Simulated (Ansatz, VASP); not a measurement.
## Sb3Se: VASP beside Ansatz

```xyz
8
Lattice="5.9559 0.0000 0.0000 0.0000 5.9559 0.0000 0.0000 0.0000 5.9559" Properties=species:S:1:pos:R:3 pbc="T T T"
Sb    1.4890    0.0000    2.9780
Sb    2.9780    4.4669    0.0000
Sb    4.4669    0.0000    2.9780
Sb    2.9780    1.4890    0.0000
Sb    0.0000    2.9780    4.4669
Sb    0.0000    2.9780    1.4890
Se    0.0000    0.0000    0.0000
Se    2.9780    2.9780    2.9780
```

Change from the starting cell: species swapped into the GaMo3 type (Pm-3n, No. 223).

Alike in both runs: functional PBE; k mesh 6 × 6 × 6; occupations gaussian, width 0.1 eV; no spin polarisation.

Ansatz relaxed the structure, and its values are those at the end. VASP's run is a single point on that final structure, the one shown.

|  | VASP | Ansatz |
| --- | --- | --- |
| version | VASP 6.6.1 | Ansatz 0.2.0 |
| potentials or method | VASP PAW PBE potentials, release 64 (Sb, Se), cutoff 520 eV | scalar-relativistic, plane waves, PAW |
| valence electrons in the cell | 42 | 122 |

Ansatz gave:

| Item | Value |
| --- | --- |
| gap on the k mesh at the Fermi level (eV) | none |
| pressure (GPa) | 0.0 |

Q: Which values does VASP return?

A: gap on the k mesh at the Fermi level (eV): none; pressure (GPa): -0.1.

A gap of «none» marks a metal or a gap that the smearing closes. The functional is the same, so the differences come from potentials, cutoffs and numerics. VASP's potentials hold 42 valence electrons a cell and Ansatz's 122, so a difference there can come from the potentials and not from the codes.

Neither program's run includes spin-orbit coupling.
